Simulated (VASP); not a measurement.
Here is a VASP 6.6.1 calculation.

INCAR

```
SYSTEM = TaN
ALGO = Normal ; EDIFF = 1E-6
ENCUT = 520 ; GGA = PS
ISIF = 2 ; ISMEAR = 0
LASPH = .TRUE. ; LCHARG = .FALSE.
LREAL = .FALSE. ; LWAVE = .FALSE.
NBANDS = 24 ; NELM = 60
PREC = Accurate ; SIGMA = 0.1
```

KPOINTS

```
k-points
0
G
  15 15 8
  0 0 0
```

Contents of POSCAR:

```
TaN
1.0
    3.1219875651      0.0000000000      0.0000000000
   -1.5609937826      2.7037205417      0.0000000000
    0.0000000000      0.0000000000      6.0516298700
Ta N
2 2
Direct
    0.3333333333      0.6666666667      0.0301041378
    0.6666666667      0.3333333333      0.5301041378
    0.3333333333      0.6666666667      0.3548958622
    0.6666666667      0.3333333333      0.8548958622
```

Potentials or basis: VASP PAW PBE potentials, release 64 (Ta_pv, N).

Launch:

```sh
$ cat potpaw_PBE.64/Ta_pv/POTCAR potpaw_PBE.64/N/POTCAR > POTCAR
$ mpirun -np 1 vasp_std > vasp.out
```

**Question.** Predict the pressure.

**Answer.** 0.8 GPa.

**Question.** Predict the largest force.

**Answer.** 0.022 eV/Å.

Forces in eV/Å, atoms in the order of the input:
```
Ta   0.000  0.000 -0.022
Ta   0.000  0.000 -0.022
N    0.000  0.000  0.022
N    0.000  0.000  0.022
```

Caveat: the PAW data sets were made with another functional, which shifts forces and pressure a little.
